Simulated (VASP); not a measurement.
Runs of VASP 6.6.1 on Pb. The structure is that of space group Im-3m (No. 229), or close to it. The cells are those of the table. 

| cell | k mesh | gap on the mesh (eV) | pressure (GPa) |
| --- | --- | --- | --- |
| a = 3.494 Å, angles 109.5°, 1 atom | 12 × 12 × 12 | none | (a) |
| a = 3.348 Å, angles 109.5°, 1 atom | 12 × 12 × 12 | none | 6.2 |
| a = 3.398 Å, angles 109.5°, 1 atom | 12 × 12 × 12 | none | 3.7 |
| a = 3.540 Å, angles 109.5°, 1 atom | 12 × 12 × 12 | none | (b) |
| a = 3.494 Å, angles 109.5°, 1 atom | 18 × 18 × 18 | none | 0.0 |

Alike in all rows: task single point; level revPBE; potentials or basis VASP PAW PBE potentials, release 64 (Pb_d); no spin polarisation; cutoff (eV) 520; smearing fermi-dirac 0.1 eV.

Problem. Fill in the values left out.

Solution. (a) 0.1; (b) -1.1.

Caveats: the PAW data sets were made with another functional, which shifts forces and pressure a little; spin-orbit coupling is left out, which moves the levels of the heavy elements.

A k mesh can miss the band edges, and the runs leave out spin-orbit coupling on Pb.

A gap of «none» marks levels without a gap at the run's occupations.
